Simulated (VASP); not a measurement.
Set up this calculation in VASP 6.6.1, as the native input.

```yaml
Task: single point
Functional: LDA
Potentials_or_basis: VASP PAW LDA potentials, release 64 (Ag, Cl)
Cutoff: 520 eV
k_mesh: 10 × 10 × 10
Occupations: gaussian, width 0.05 eV
Spin: no spin polarisation
Dipole_correction: no
Further_INCAR_settings: ALGO = Normal; EDIFF = 1e-07; NBANDS = 16
```

The structure of AgCl lies in POSCAR:

```
AgCl
1.0
    0.0000000000      2.6773114500      2.6773114500
    2.6773114500      0.0000000000      2.6773114500
    2.6773114500      2.6773114500      0.0000000000
Ag Cl
1 1
Direct
    0.4860984853      0.5139015147      0.5278091669
    0.0422998975     -0.0422998975     -0.0846184705
```

This cell differs from its parent crystal: atoms displaced along several vibrational modes.

These files were run (other wordings do the same):

INCAR

```
SYSTEM = AgCl
  ALGO = Normal
  EDIFF = 1E-7
  ENCUT = 520
  ISIF = 2
  ISMEAR = 0
  LASPH = .TRUE.
  LCHARG = .FALSE.
  LREAL = .FALSE.
  LWAVE = .FALSE.
  NBANDS = 16
  NELM = 80
  PREC = Accurate
  SIGMA = 0.05
```

KPOINTS

```
k-points
0
G
  10 10 10
  0 0 0
```

Potentials or basis: VASP PAW LDA potentials, release 64 (Ag, Cl).

Launch:

```sh
$ cat potpaw_LDA.64/Ag/POTCAR potpaw_LDA.64/Cl/POTCAR > POTCAR
$ mpirun -np 1 vasp_std > vasp.out
```

It gave:

| Quantity | Value |
| --- | --- |
| Pressure | 6.6 GPa |
| Largest force | 2.006 eV/Å |
| Band gap on the k mesh | 0.75 eV (least direct gap 1.69 eV) |

Caveat: the cell differs from its parent crystal (atoms displaced along several vibrational modes); the stress differs along the axes, from -0 to 19 GPa; semilocal functionals underestimate gaps, and a narrow one can read as zero; forces of over 1 eV/Å act on the atoms, so gaps and moduli don't describe the material at rest.

Run time: 51 s on 1 thread of Intel(R) Xeon(R) 6975P-C (Granite Rapids) (shared host), peak memory 0.28 GiB.
